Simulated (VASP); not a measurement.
# TaN in VASP: further runs

Aim: see how the results for TaN move with the level of theory and the settings. Levels: PBE, BLYP, PBEsol+D4+U. Tasks: single point.

All numbers are computed with VASP 6.6.1; they aren't measurements. Logs are shortened: lines on timing, memory, paths and dates and some standing lists are left out, and cuts for length are marked.

## Step 1: The cell of the first run

Symmetry: P-6m2, No. 187, hexagonal system. The conventional cell has a = 2.938 Å, b = 2.938 Å, c = 2.883 Å, α = 90.00°, β = 90.00°, γ = 120.00°. Ta (site symmetry -6m2) has 6 N at 2.23 Å and 8 Ta at 2.88 to 2.94 Å within 3.0 Å. N (site symmetry -6m2) has 6 Ta at 2.23 Å and 8 N at 2.88 to 2.94 Å within 3.0 Å.

## Step 2: Single point, PBE

INCAR reads:

```
PREC     = Accurate       # precision mode
ENCUT    = 520            # plane-wave cutoff, eV
EDIFF    = 1E-6           # SCF threshold, eV
ISMEAR   = -1             # smearing method
SIGMA    = 0.04           # smearing width, eV
LREAL    = False          # projectors in reciprocal space
LASPH    = True           # aspherical terms in the spheres
NELM     = 60             # most SCF steps
ALGO     = Normal         # electronic algorithm
ISIF     = 2              # what is computed and relaxed
LWAVE    = False          # write WAVECAR
LCHARG   = True           # write CHGCAR
GGA      = PE             # functional
LELF     = True           # ELF
LVHAR    = True         
NBANDS   = 15             # bands
```

KPOINTS reads:

```
Automatic mesh
0
Gamma
  4 4 4
```

POSCAR reads:

```
TaN
1.0
    2.9380000000      0.0000000000      0.0000000000
   -1.4690000000      2.5443826363      0.0000000000
    0.0000000000      0.0000000000      2.8830000000
Ta N
1 1
Direct
    0.0000000000      0.0000000000      0.5000000000
    0.6666666667      0.3333333333      0.0000000000
```

Potentials or basis: VASP PAW PBE potentials, release 64 (Ta_pv, N).

The run is started by

```sh
$ cat potpaw_PBE.64/Ta_pv/POTCAR potpaw_PBE.64/N/POTCAR > POTCAR
$ mpirun -np 1 vasp_std > vasp.out
```

OUTCAR:

```text
PREC = Accurate
   ENCUT = 520
   EDIFF = 1E-6
   ISMEAR = -1
   LREAL = False
   LASPH = True
   NELM = 60
   ISIF = 2
   GGA = PE

 ion  position               nearest neighbor table
   1  0.000  0.000  0.500-   2 2.23   2 2.23   2 2.23   2 2.23   2 2.23   2 2.23
   2  0.667  0.333  0.000-   1 2.23   1 2.23   1 2.23   1 2.23   1 2.23   1 2.23

  LATTYP: Found a hexagonal cell.
 ALAT       =     2.9380000000
 C/A-ratio  =     0.9812797822

  Lattice vectors:

 A1 = (   2.9380000000,   0.0000000000,   0.0000000000)
 A2 = (  -1.4690000000,   2.5443826363,   0.0000000000)
 A3 = (   0.0000000000,   0.0000000000,   2.8830000000)

Analysis of symmetry for initial positions (statically):
=====================================================================
 Subroutine PRICEL returns:
 Original cell was already a primitive cell.

 Routine SETGRP: Setting up the symmetry group for a
 hexagonal supercell.

 Subroutine GETGRP returns: Found 12 space group operations
 (whereof 12 operations were pure point group operations)
 out of a pool of 24 trial point group operations.

The static configuration has the point symmetry D_3h.

Analysis of symmetry for dynamics (positions and initial velocities):
=====================================================================
 Subroutine PRICEL returns:
 Original cell was already a primitive cell.

 Routine SETGRP: Setting up the symmetry group for a
 hexagonal supercell.

 Subroutine GETGRP returns: Found 12 space group operations
 (whereof 12 operations were pure point group operations)
 out of a pool of 24 trial point group operations.

The dynamic configuration has the point symmetry D_3h.

 Subroutine INISYM returns: Found 12 space group operations
 (whereof 12 operations are pure point group operations),
 and found     1 'primitive' translations

----------------------------------------------------------------------------------------

                                     Primitive cell

  volume of cell :      21.5516

  direct lattice vectors                    reciprocal lattice vectors
     2.938000000  0.000000000  0.000000000     0.340367597  0.196511324  0.000000000
    -1.469000000  2.544382636  0.000000000     0.000000000  0.393022648  0.000000000
     0.000000000  0.000000000  2.883000000     0.000000000  0.000000000  0.346860909

  length of vectors
     2.938000000  2.938000000  2.883000000     0.393022648  0.393022648  0.346860909

  position of ions in fractional coordinates (direct lattice)
     0.000000000  0.000000000  0.500000000
     0.666666667  0.333333333  0.000000000

  ion indices of the primitive-cell ions
   primitive index   ion index
                 1           1
                 2           2

----------------------------------------------------------------------------------------

 KPOINTS: Automatic mesh

Automatic generation of k-mesh.
 Grid dimensions read from file:
 generate k-points for:    4    4    4

 Generating k-lattice:

  Cartesian coordinates                     Fractional coordinates (reciprocal lattice)
     0.085091899  0.049127831  0.000000000     0.250000000  0.000000000  0.000000000
     0.000000000  0.098255662  0.000000000     0.000000000  0.250000000  0.000000000
     0.000000000  0.000000000  0.086715227     0.000000000  0.000000000  0.250000000

  Length of vectors
     0.098255662  0.098255662  0.086715227

  Shift w.r.t. Gamma in fractional coordinates (k-lattice)
     0.000000000  0.000000000  0.000000000

 Subroutine IBZKPT returns following result:
 ===========================================

 Found     12 irreducible k-points:

 Following reciprocal coordinates:
            Coordinates               Weight
  0.000000  0.000000  0.000000      1.000000
  0.250000  0.000000  0.000000      6.000000
  0.500000  0.000000  0.000000      3.000000
  0.250000  0.250000  0.000000      6.000000
  0.000000  0.000000  0.250000      2.000000
  0.250000  0.000000  0.250000     12.000000
  0.500000  0.000000  0.250000      6.000000
  0.250000  0.250000  0.250000     12.000000
  0.000000  0.000000  0.500000      1.000000
  0.250000  0.000000  0.500000      6.000000
  0.500000  0.000000  0.500000      3.000000
  0.250000  0.250000  0.500000      6.000000
   k-points           NKPTS =     12   k-points in BZ     NKDIM =     12   number of bands    NBANDS=     15
   number of dos      NEDOS =    301   number of ions     NIONS =      2
   total plane-waves  NPLWV =  13824
   dimension x,y,z NGX =    24 NGY =   24 NGZ =   24
   dimension x,y,z NGXF=    48 NGYF=   48 NGZF=   48
   ions per type =               1   1
   NGX,Y,Z   is equivalent  to a cutoff of  13.58, 13.58, 13.84 a.u.
   NGXF,Y,Z  is equivalent  to a cutoff of  27.16, 27.16, 27.68 a.u.
 SYSTEM =  unknown system
   PREC   = accura    normal or accurate (medium, high low for compatibility)
   ISTART =      0    job   : 0-new  1-cont  2-samecut
   ICHARG =      2    charge: 1-file 2-atom 10-const
   ISPIN  =      1    spin polarized calculation?
   LNONCOLLINEAR =      F non collinear calculations
   LSORBIT =      F    spin-orbit coupling
   LASPH  =      T    aspherical Exc in radial PAW
   ENCUT  =  520.0 eV  38.22 Ry    6.18 a.u.   5.46  5.46  5.36*2*pi/ulx,y,z
   NELM   =     60;   NELMIN=  2; NELMDL= -5     # of ELM steps
   EDIFF  = 0.1E-05   stopping-criterion for ELM
   LREAL  =      F    real-space projection
   EDIFFG = 0.1E-04   stopping-criterion for IOM
   NSW    =      0    number of steps for IOM
   IBRION =     -1    ionic relax: 0-MD 1-quasi-New 2-CG
   NFREE  =      0    steps in history (QN), initial steepest desc. (CG)
   ISIF   =      2    stress and relaxation
   ISYM   =      2    0-nonsym 1-usesym 2-fastsym
   POTIM  = 0.5000    time-step for ionic-motion
   TEBEG  =    0.0;   TEEND  =   0.0 temperature during run
   PSTRESS=    0.0 pullay stress
   NELECT =      16.0000    total number of electrons
   NUPDOWN=      -1.0000    fix difference up-down
   EMIN   =  10.00;   EMAX   =-10.00  energy-range for DOS
   EFERMI =   0.00;   METHOD = LEGACY
   ISMEAR =    -1;   SIGMA  =   0.04  broadening in eV -4-tet -1-fermi 0-gaus
   EFERMI_NEDOS =   21; number of points for ismear=-14 and -15
   IALGO  =     38    algorithm
   IMIX   =      4    mixing-type and parameters
     AMIX     =   0.40;   BMIX     =  1.00
     AMIX_MAG =   1.60;   BMIX_MAG =  1.00
  volume/ion in A,a.u.               =      10.78        72.72
  Fermi-wavevector in a.u.,A,eV,Ry     =   1.482365  2.801264 29.897531  2.197407
  Thomas-Fermi vector in A             =   2.596160
   LORBIT       =      0    0 simple, 1 ext, 2 COOP (PROOUT), +10 PAW based schemes
   GGA     = PE    functional components
   LHFCALC =     F    Hartree Fock is set to
   AEXX    =    0.0000 exact exchange contribution
   IVDW    =     0    specifies the selected vdW correction
   LEPSILON=     F    determine dielectric tensor
   LRPA    =     F    only Hartree local field effects (RPA)
 non-spin polarized calculation
  energy-cutoff  :      520.00
  volume of cell :       21.55
 maximum number of plane-waves:       599
 NGX is ok and might be reduce to    24
   NGX = 11   NGY = 11   NGZ = 11

 number of electron      16.0000001 magnetization

 Free energy of the ion-electron system (eV)
  ---------------------------------------------------
  ext. energy  EPLUGINS =         0.00000000
  ---------------------------------------------------
  free energy    TOTEN  =       -22.37225824 eV

  energy without entropy =      -22.37045396  energy(sigma->0) =      -22.37135610

 E-fermi :   8.1610     XC(G=0): -13.3446

 val. band max:        8.1604066016   @ k =   0.0000   0.0000   0.5000
 cond. band min:       9.0540728330   @ k =   0.0000   0.0000   0.2500
 fundamental gap:      0.8936662314
 Fermi energy:         8.1610269850

 k-point     1 :       0.0000    0.0000    0.0000
  band No.  band energies     occupation
      1     -26.5714      2.00000
      2     -26.3341      2.00000
      3     -26.3341      2.00000
      4      -9.5242      2.00000
      5       3.6893      2.00000
      6       3.6893      2.00000
      7       4.0540      2.00000
      8       5.3278      2.00000
      9      10.4712      0.00000
     10      11.8366      0.00000
     11      11.8366      0.00000
     12      12.2675      0.00000
     13      12.2675      0.00000
     14      21.3572      0.00000
     15      21.6713      0.00000

 k-point     2 :       0.2500    0.0000    0.0000
  band No.  band energies     occupation
      1     -26.8709      2.00000
      2     -26.5003      2.00000
      3     -26.4518      2.00000
      4      -8.4325      2.00000
      5       1.4268      2.00000
      6       4.0348      2.00000
      7       4.4581      2.00000
      8       5.1434      2.00000
      9      10.4141      0.00000
     10      11.7451      0.00000
     11      12.2577      0.00000
     12      13.2510      0.00000
     13      13.5275      0.00000
     14      21.4561      0.00000
     15      21.6655      0.00000

 k-point     3 :       0.5000    0.0000    0.0000
  band No.  band energies     occupation
      1     -27.3641      2.00000
      2     -26.5668      2.00000
      3     -26.4283      2.00000
      4      -7.2379      2.00000
      5      -0.0224      2.00000
      6       3.0657      2.00000
      7       4.7816      2.00000
      8       5.0743      2.00000
      9      11.2786      0.00000
     10      12.2792      0.00000
     11      13.4811      0.00000
     12      13.5456      0.00000
     13      15.6850      0.00000
     14      19.5586      0.00000
     15      21.6301      0.00000
[... 127 lines left out ...]
 k-point    11 :       0.5000    0.0000    0.5000
  band No.  band energies     occupation
      1     -27.2292      2.00000
      2     -27.1944      2.00000
      3     -26.4690      2.00000
      4      -7.5393      2.00000
      5       0.9266      2.00000
      6       2.0725      2.00000
      7       2.5775      2.00000
      8       7.8846      1.99801
      9      12.4233      0.00000
     10      13.5983      0.00000
     11      14.3091      0.00000
     12      15.3430      0.00000
     13      18.4458      0.00000
     14      20.5894      0.00000
     15      21.5442      0.00000

 k-point    12 :       0.2500    0.2500    0.5000
  band No.  band energies     occupation
      1     -27.2297      2.00000
      2     -27.0223      2.00000
      3     -26.6572      2.00000
      4      -7.4603      2.00000
      5       0.6828      2.00000
      6       1.4249      2.00000
      7       4.1260      2.00000
      8       7.1696      2.00000
      9      12.3327      0.00000
     10      13.2644      0.00000
     11      14.2639      0.00000
     12      15.3835      0.00000
     13      18.7062      0.00000
     14      20.0933      0.00000
     15      21.4534      0.00000

------------------------ aborting loop because EDIFF is reached ----------------------------------------

  FORCE on cell =-STRESS in cart. coord.  units (eV):
  Direction    XX          YY          ZZ          XY          YZ          ZX
  --------------------------------------------------------------------------------------
  -------------------------------------------------------------------------------------
  Total        0.8333020      0.8333020      0.7923891      0.0000000     -0.0000000      0.0000000
  in kB       61.9489793     61.9489793     58.9074494      0.0000000     -0.0000000      0.0000000
  external PRESSURE =      60.9351360 kB  Pullay stress =       0.0000000 kB

 VOLUME and BASIS-vectors are now :
 -----------------------------------------------------------------------------
  energy-cutoff  :      520.00
  volume of cell :       21.55
      direct lattice vectors                 reciprocal lattice vectors
     2.938000000  0.000000000  0.000000000     0.340367597  0.196511324  0.000000000
    -1.469000000  2.544382636  0.000000000     0.000000000  0.393022648  0.000000000
     0.000000000  0.000000000  2.883000000     0.000000000  0.000000000  0.346860909

 POSITION                                       TOTAL-FORCE (eV/Angst)
 -----------------------------------------------------------------------------------
      0.00000      0.00000      1.44150        -0.000000      0.000000      0.000000
      1.46900      0.84813      0.00000         0.000000     -0.000000      0.000000
 -----------------------------------------------------------------------------------
    total drift:                               -0.000000      0.000000      0.000000

  FREE ENERGIE OF THE ION-ELECTRON SYSTEM (eV)
  ---------------------------------------------------
  free  energy   TOTEN  =       -22.3722582370 eV

  energy  without entropy=      -22.3704539553  energy(sigma->0) =      -22.37135610
```

Run time: 3.4 s. Hardware: 1 thread of Intel Xeon 6975P-C (Granite Rapids), shared host; peak memory 0.13 GiB.

What came out:

```
Free energy            : -22.3723 eV
Pressure               : 6.1 GPa
Band gap on the k mesh : zero (filled and empty bands touch)
```

Stress tensor (GPa, compression positive):
```
6.19 0.00 0.00
0.00 6.19 0.00
0.00 0.00 5.89
```

Caveat: the k points lie up to 0.62 Å⁻¹ apart; spin-orbit coupling is left out, which moves the levels of the heavy elements.

(Part 1 of 2 ends here.)
